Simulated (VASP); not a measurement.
# Sn (I4_1/amd) in VASP: notebook, part 2 of 2

VASP 6.6.1. The steps go on from the part before.

## (3) Single point, LDA (zz strain of -1 %)

INCAR

```
ALGO = Normal
EDIFF = 1E-6
ENCUT = 520
ISIF = 2
ISMEAR = -1
LASPH = True
LCHARG = True
LELF = True
LREAL = False
LVHAR = True
LWAVE = False
NBANDS = 21
NELM = 80
PREC = Accurate
SIGMA = 0.03
```

KPOINTS

```
k-points
0
Gamma
  9 9 9
```

POSCAR

```
Sn
1.0
    0.0000000000      3.2456000000      3.2131440000
    3.2456000000      0.0000000000      3.2131440000
    3.2456000000      3.2456000000      0.0000000000
Sn
2
Direct
    0.5000000000      0.5000000000      0.5000000000
    0.7500000000      0.7500000000      0.7500000000
```

Potentials or basis: VASP PAW LDA potentials, release 64 (Sn_d).

Started as:

```sh
> cat potpaw_LDA.64/Sn_d/POTCAR > POTCAR
> mpirun -np 1 vasp_std > vasp.out
```

OUTCAR:

```text
EDIFF = 1E-6
   ENCUT = 520
   ISIF = 2
   ISMEAR = -1
   LASPH = True
   LREAL = False
   NELM = 80
   PREC = Accurate

 ion  position               nearest neighbor table
   1  0.500  0.500  0.500-   2 2.80   2 2.80   2 2.80   2 2.80
   2  0.750  0.750  0.750-   1 2.80   1 2.80   1 2.80   1 2.80

  LATTYP: Found a body centered tetragonal cell.
 ALAT       =     4.5899715380
 C/A-ratio  =     1.4000714267

  Lattice vectors:

 A1 = (   0.0000000000,  -3.2456000000,  -3.2131440000)
 A2 = (   0.0000000000,   3.2456000000,  -3.2131440000)
 A3 = (   3.2456000000,   0.0000000000,   3.2131440000)

Analysis of symmetry for initial positions (statically):
=====================================================================
 Subroutine PRICEL returns:
 Original cell was already a primitive cell.

 Routine SETGRP: Setting up the symmetry group for a
 body centered tetragonal supercell.

 Subroutine GETGRP returns: Found 16 space group operations
 (whereof  8 operations were pure point group operations)
 out of a pool of 16 trial point group operations.

The static configuration has the point symmetry D_2d.
 The point group associated with its full space group is D_4h.

Analysis of symmetry for dynamics (positions and initial velocities):
=====================================================================
 Subroutine PRICEL returns:
 Original cell was already a primitive cell.

 Routine SETGRP: Setting up the symmetry group for a
 body centered tetragonal supercell.

 Subroutine GETGRP returns: Found 16 space group operations
 (whereof  8 operations were pure point group operations)
 out of a pool of 16 trial point group operations.

The dynamic configuration has the point symmetry D_2d.
 The point group associated with its full space group is D_4h.

 Subroutine INISYM returns: Found 16 space group operations
 (whereof  8 operations are pure point group operations),
 and found     1 'primitive' translations

----------------------------------------------------------------------------------------

                                     Primitive cell

  volume of cell :      67.6940

  direct lattice vectors                    reciprocal lattice vectors
     0.000000000  3.245600000  3.213144000    -0.154054720  0.154054720  0.155610829
     3.245600000  0.000000000  3.213144000     0.154054720 -0.154054720  0.155610829
     3.245600000  3.245600000  0.000000000     0.154054720  0.154054720 -0.155610829

  length of vectors
     4.567079343  4.567079343  4.589971538     0.267732037  0.267732037  0.267732037

  position of ions in fractional coordinates (direct lattice)
     0.500000000  0.500000000  0.500000000
     0.750000000  0.750000000  0.750000000

  ion indices of the primitive-cell ions
   primitive index   ion index
                 1           1
                 2           2

----------------------------------------------------------------------------------------

 KPOINTS: k-points

Automatic generation of k-mesh.
 Grid dimensions read from file:
 generate k-points for:    9    9    9

 Generating k-lattice:

  Cartesian coordinates                     Fractional coordinates (reciprocal lattice)
    -0.017117191  0.017117191  0.017290092     0.111111111 -0.000000000  0.000000000
     0.017117191 -0.017117191  0.017290092    -0.000000000  0.111111111  0.000000000
     0.017117191  0.017117191 -0.017290092     0.000000000  0.000000000  0.111111111

  Length of vectors
     0.029748004  0.029748004  0.029748004

  Shift w.r.t. Gamma in fractional coordinates (k-lattice)
     0.000000000  0.000000000  0.000000000

 Subroutine IBZKPT returns following result:
 ===========================================

 Found     75 irreducible k-points:

 Following reciprocal coordinates:
            Coordinates               Weight
  0.000000  0.000000  0.000000      1.000000
  0.111111 -0.000000  0.000000      8.000000
  0.222222 -0.000000  0.000000      8.000000
  0.333333 -0.000000  0.000000      8.000000
  0.444444 -0.000000  0.000000      8.000000
  0.111111  0.111111  0.000000      2.000000
[... 16 lines left out ...]
 -0.333333  0.333333  0.000000      4.000000
  0.444444  0.444444  0.000000      2.000000
 [... further k-points ...]
   k-points           NKPTS =     75   k-points in BZ     NKDIM =     75   number of bands    NBANDS=     21
   number of dos      NEDOS =    301   number of ions     NIONS =      2
   total plane-waves  NPLWV =  46656
   dimension x,y,z NGX =    36 NGY =   36 NGZ =   36
   dimension x,y,z NGXF=    72 NGYF=   72 NGZF=   72
   ions per type =               2
   NGX,Y,Z   is equivalent  to a cutoff of  13.10, 13.10, 13.04 a.u.
   NGXF,Y,Z  is equivalent  to a cutoff of  26.21, 26.21, 26.08 a.u.
 SYSTEM =  unknown system
   PREC   = accura    normal or accurate (medium, high low for compatibility)
   ISTART =      0    job   : 0-new  1-cont  2-samecut
   ICHARG =      2    charge: 1-file 2-atom 10-const
   ISPIN  =      1    spin polarized calculation?
   LNONCOLLINEAR =      F non collinear calculations
   LSORBIT =      F    spin-orbit coupling
   LASPH  =      T    aspherical Exc in radial PAW
   ENCUT  =  520.0 eV  38.22 Ry    6.18 a.u.   8.49  8.49  8.53*2*pi/ulx,y,z
   NELM   =     80;   NELMIN=  2; NELMDL= -5     # of ELM steps
   EDIFF  = 0.1E-05   stopping-criterion for ELM
   LREAL  =      F    real-space projection
   EDIFFG = 0.1E-04   stopping-criterion for IOM
   NSW    =      0    number of steps for IOM
   IBRION =     -1    ionic relax: 0-MD 1-quasi-New 2-CG
   NFREE  =      0    steps in history (QN), initial steepest desc. (CG)
   ISIF   =      2    stress and relaxation
   ISYM   =      2    0-nonsym 1-usesym 2-fastsym
   POTIM  = 0.5000    time-step for ionic-motion
   TEBEG  =    0.0;   TEEND  =   0.0 temperature during run
   PSTRESS=    0.0 pullay stress
   NELECT =      28.0000    total number of electrons
   NUPDOWN=      -1.0000    fix difference up-down
   EMIN   =  10.00;   EMAX   =-10.00  energy-range for DOS
   EFERMI =   0.00;   METHOD = LEGACY
   ISMEAR =    -1;   SIGMA  =   0.03  broadening in eV -4-tet -1-fermi 0-gaus
   EFERMI_NEDOS =   21; number of points for ismear=-14 and -15
   IALGO  =     38    algorithm
   IMIX   =      4    mixing-type and parameters
     AMIX     =   0.40;   BMIX     =  1.00
     AMIX_MAG =   1.60;   BMIX_MAG =  1.00
  volume/ion in A,a.u.               =      33.85       228.41
  Fermi-wavevector in a.u.,A,eV,Ry     =   1.219769  2.305028 20.243230  1.487835
  Thomas-Fermi vector in A             =   2.355009
   LORBIT       =      0    0 simple, 1 ext, 2 COOP (PROOUT), +10 PAW based schemes
   GGA     = CA    functional components
   LHFCALC =     F    Hartree Fock is set to
   AEXX    =    0.0000 exact exchange contribution
   IVDW    =     0    specifies the selected vdW correction
   LEPSILON=     F    determine dielectric tensor
   LRPA    =     F    only Hartree local field effects (RPA)
 non-spin polarized calculation
  energy-cutoff  :      520.00
  volume of cell :       67.69
 maximum number of plane-waves:      1844
 NGX is ok and might be reduce to    36
   NGX = 17   NGY = 17   NGZ = 17

 number of electron      28.0000006 magnetization

 Free energy of the ion-electron system (eV)
  ---------------------------------------------------
  ext. energy  EPLUGINS =         0.00000000
  ---------------------------------------------------
  free energy    TOTEN  =        -8.93732147 eV

  energy without entropy =       -8.93637367  energy(sigma->0) =       -8.93684757

 E-fermi :   5.3957     XC(G=0):  -9.2339

 val. band max:        5.3388080755   @ k =   0.1111  -0.0000   0.0000
 cond. band min:       5.4023029802   @ k =   0.4444  -0.0000   0.0000
 fundamental gap:      0.0634949047
 Fermi energy:         5.3956611077

 k-point     1 :       0.0000    0.0000    0.0000
  band No.  band energies     occupation
      1     -16.1683      2.00000
      2     -16.1640      2.00000
      3     -16.1640      2.00000
      4     -16.1035      2.00000
      5     -16.1017      2.00000
      6     -15.7847      2.00000
[... 13 lines left out ...]
     20      13.4482      0.00000
     21      13.6066      0.00000
[... 529 lines left out ...]
 k-point    24 :       0.4444    0.4444    0.0000
  band No.  band energies     occupation
      1     -16.2142      2.00000
      2     -16.2142      2.00000
      3     -16.1046      2.00000
      4     -16.0428      2.00000
      5     -15.9636      2.00000
      6     -15.9057      2.00000
[... 13 lines left out ...]
     20      15.3326      0.00000
     21      15.6948      0.00000

 [... further k-points ...]

------------------------ aborting loop because EDIFF is reached ----------------------------------------

  FORCE on cell =-STRESS in cart. coord.  units (eV):
  Direction    XX          YY          ZZ          XY          YZ          ZX
  --------------------------------------------------------------------------------------
  -------------------------------------------------------------------------------------
  Total       -0.0103121     -0.0103121      0.1239030      0.0000000      0.0000000      0.0000000
  in kB       -0.2440668     -0.2440668      2.9325273      0.0000000      0.0000000      0.0000000
  external PRESSURE =       0.8147979 kB  Pullay stress =       0.0000000 kB

 VOLUME and BASIS-vectors are now :
 -----------------------------------------------------------------------------
  energy-cutoff  :      520.00
  volume of cell :       67.69
      direct lattice vectors                 reciprocal lattice vectors
     0.000000000  3.245600000  3.213144000    -0.154054720  0.154054720  0.155610829
     3.245600000  0.000000000  3.213144000     0.154054720 -0.154054720  0.155610829
     3.245600000  3.245600000  0.000000000     0.154054720  0.154054720 -0.155610829

 POSITION                                       TOTAL-FORCE (eV/Angst)
 -----------------------------------------------------------------------------------
      3.24560      3.24560      3.21314         0.000000      0.000000      0.000000
      4.86840      4.86840      4.81972        -0.000000     -0.000000     -0.000000
 -----------------------------------------------------------------------------------
    total drift:                                0.000000      0.000000      0.000000

  FREE ENERGIE OF THE ION-ELECTRON SYSTEM (eV)
  ---------------------------------------------------
  free  energy   TOTEN  =        -8.9373214702 eV

  energy  without entropy=       -8.9363736671  energy(sigma->0) =       -8.93684757
```

stdout:

```text
POSCAR found type information on POSCAR Sn
 POSCAR found :  1 types and       2 ions
 scaLAPACK will be used
 LDA part: xc-table for (Slater(with rela. corr.)+CA(PZ))
 , standard interpolation
 POSCAR, INCAR and KPOINTS ok, starting setup
 FFT: planning ... GRIDC
 FFT: planning ... GRID_SOFT
 FFT: planning ... GRID
 WAVECAR not read
 entering main loop
```

Wall time 2.1 min (1 thread of Intel Xeon Platinum 8175M at 2.50GHz (Skylake/Cascade Lake), shared host); peak memory 0.22 GiB.

What came out:

```
Free energy            : -8.9373 eV
Pressure               : 0.1 GPa
Band gap on the k mesh : zero (bands 14 and 15 overlap by 0.13 eV)
```

Levels at points of the mesh, in eV from the Fermi level:
| k point | band 10 | band 11 | band 12 | band 13 | band 14 | band 15 | band 16 | band 17 | band 18 | band 19 |
| --- | --- | --- | --- | --- | --- | --- | --- | --- | --- | --- |
| (0.00, 0.00, 0.00) | -21.17 | -10.64 | -0.66 | 0.14 | 0.14 | 0.20 | 2.19 | 2.23 | 2.23 | 4.93 |

Caveat: the cell differs from its parent crystal (zz strain of -1 %); spin-orbit coupling is left out, which moves the levels of the heavy elements.

## (4) Single point, LDA (zz strain of +1 %)

INCAR

```
PREC = Accurate
ENCUT = 520
EDIFF = 1E-7
ISMEAR = -1
SIGMA = 0.03
LREAL = False
LASPH = True
NELM = 100
ALGO = Normal
ISIF = 2
LWAVE = False
LCHARG = True
LELF = True
LVHAR = True
NBANDS = 21
```

KPOINTS

```
regular mesh
0
Gamma
  9 9 9
```

POSCAR

```
Sn
1.0
    0.0000000000      3.2456000000      3.2780560000
    3.2456000000      0.0000000000      3.2780560000
    3.2456000000      3.2456000000      0.0000000000
Sn
2
Direct
    0.5000000000      0.5000000000      0.5000000000
    0.7500000000      0.7500000000      0.7500000000
```

Started as:

```sh
> cat potpaw_LDA.64/Sn_d/POTCAR > POTCAR
> mpirun -np 1 vasp_std > vasp.out
```

Wall time 2.2 min (1 thread of Intel Xeon Platinum 8175M at 2.50GHz (Skylake/Cascade Lake), shared host); peak memory 0.22 GiB.

It converged, with:

```
Free energy            : -8.9347 eV
Pressure               : -0.8 GPa
Band gap on the k mesh : zero (bands 14 and 15 overlap by 0.21 eV)
```

Stress tensor (GPa, compression positive):
```
-0.68  0.00  0.00
 0.00 -0.68  0.00
 0.00  0.00 -0.98
```

Levels at points of the mesh, in eV from the Fermi level:
```
           k point  band 12  band 13  band 14  band 15  band 16  band 17
(0.00, 0.00, 0.00)    -0.78     0.13     0.20     0.20     2.22     2.22
```

Caveat: the cell differs from its parent crystal (zz strain of +1 %); spin-orbit coupling is left out, which moves the levels of the heavy elements.

## (5) Single point, LDA (equal xx and yy strain of +1 %)

INCAR

```
SYSTEM = Sn
PREC = Accurate
ENCUT = 520
EDIFF = 1E-7
ISMEAR = -1
SIGMA = 0.03
LREAL = .False.
LASPH = .True.
NELM = 100
ALGO = Normal
ISIF = 2
LWAVE = .False.
LCHARG = .False.
NBANDS = 21
```

KPOINTS

```
Automatic mesh
0
Gamma
  9 9 9
  0 0 0
```

POSCAR

```
Sn
1.0
    0.0000000000      3.2780560000      3.2456000000
    3.2780560000      0.0000000000      3.2456000000
    3.2780560000      3.2780560000      0.0000000000
Sn
2
Direct
    0.5000000000      0.5000000000      0.5000000000
    0.7500000000      0.7500000000      0.7500000000
```

Started as:

```sh
> cat potpaw_LDA.64/Sn_d/POTCAR > POTCAR
> mpirun -np 1 vasp_std > vasp.out
```

It took 2 min on 1 thread of Intel Xeon Platinum 8175M at 2.50GHz (Skylake/Cascade Lake), shared host; peak memory 0.22 GiB.

Results (log left out):

| Quantity | Value |
| --- | --- |
| Free energy | -8.9308 eV |
| Pressure | -1.2 GPa |
| Band gap on the k mesh | zero (bands 14 and 15 overlap by 0.19 eV) |

Stress tensor (GPa, compression positive):
```
-1.27  0.00  0.00
 0.00 -1.27  0.00
 0.00  0.00 -0.99
```

Levels at points of the mesh, in eV from the Fermi level:
```csv
k point,band 12,band 13,band 14,band 15,band 16,band 17
"(0.00, 0.00, 0.00)",-0.85,0.16,0.16,0.22,2.21,2.25
```

Caveat: the cell differs from its parent crystal (equal xx and yy strain of +1 %); spin-orbit coupling is left out, which moves the levels of the heavy elements.

## (6) Single point, LDA (zz strain of +2 %)

INCAR

```
  PREC = Accurate
  ENCUT = 520
  EDIFF = 1E-7
  ISMEAR = -1
  SIGMA = 0.03
  LREAL = False
  LASPH = True
  NELM = 80
  ALGO = Normal
  ISIF = 2
  LWAVE = False
  LCHARG = False
  GGA = CA
  NBANDS = 21
```

KPOINTS

```
Automatic mesh
0
Gamma
  9 9 9
```

POSCAR

```
Sn
1.0
    0.0000000000      3.2456000000      3.3105120000
    3.2456000000      0.0000000000      3.3105120000
    3.2456000000      3.2456000000      0.0000000000
Sn
2
Direct
    0.5000000000      0.5000000000      0.5000000000
    0.7500000000      0.7500000000      0.7500000000
```

Potentials or basis: VASP PAW LDA potentials, release 64 (Sn_d).

Started as:

```sh
> cat potpaw_LDA.64/Sn_d/POTCAR > POTCAR
> mpirun -np 1 vasp_std > vasp.out
```

Run time: 2.1 min. Hardware: 1 thread of Intel Xeon Platinum 8175M at 2.50GHz (Skylake/Cascade Lake), shared host; peak memory 0.22 GiB.

Results (log left out):

* Free energy: -8.9296 eV
* Pressure: -1.2 GPa
* Band gap on the k mesh: zero (bands 14 and 15 overlap by 0.26 eV)

Stress tensor (GPa, compression positive):
```
-0.97  0.00  0.00
 0.00 -0.97  0.00
 0.00  0.00 -1.56
```

Levels at points of the mesh, in eV from the Fermi level:
```
           k point  band 10  band 11  band 12  band 13  band 14  band 15  band 16  band 17  band 18  band 19
(0.00, 0.00, 0.00)   -21.12   -10.43    -0.86     0.08     0.21     0.21     2.20     2.20     2.28     4.92
```

Caveat: the cell differs from its parent crystal (zz strain of +2 %); spin-orbit coupling is left out, which moves the levels of the heavy elements.

## (7) The runs side by side

```tsv
cell	gap on the mesh (eV)	pressure (GPa)
a = 4.567, b = 4.567, c = 4.544 Å, angles 60.2, 60.2, 59.7°, 2 atoms	none	0.6
a = 4.567, b = 4.567, c = 4.590 Å, angles 59.8, 59.8, 60.3°, 2 atoms	none	0.1
a = 4.613, b = 4.613, c = 4.590 Å, angles 60.2, 60.2, 59.7°, 2 atoms	none	-0.8
a = 4.613, b = 4.613, c = 4.636 Å, angles 59.8, 59.8, 60.3°, 2 atoms	none	-1.2
a = 4.636, b = 4.636, c = 4.590 Å, angles 60.3, 60.3, 59.3°, 2 atoms	none	-1.2
```

Alike in all rows: task single point; level LDA; potentials or basis VASP PAW LDA potentials, release 64 (Sn_d); no spin polarisation; k mesh 9 × 9 × 9; cutoff (eV) 520; smearing fermi-dirac 0.03 eV.

Caveats: spin-orbit coupling is left out, which moves the levels of the heavy elements.

Absolute energies hang on the potentials; compare differences alone.
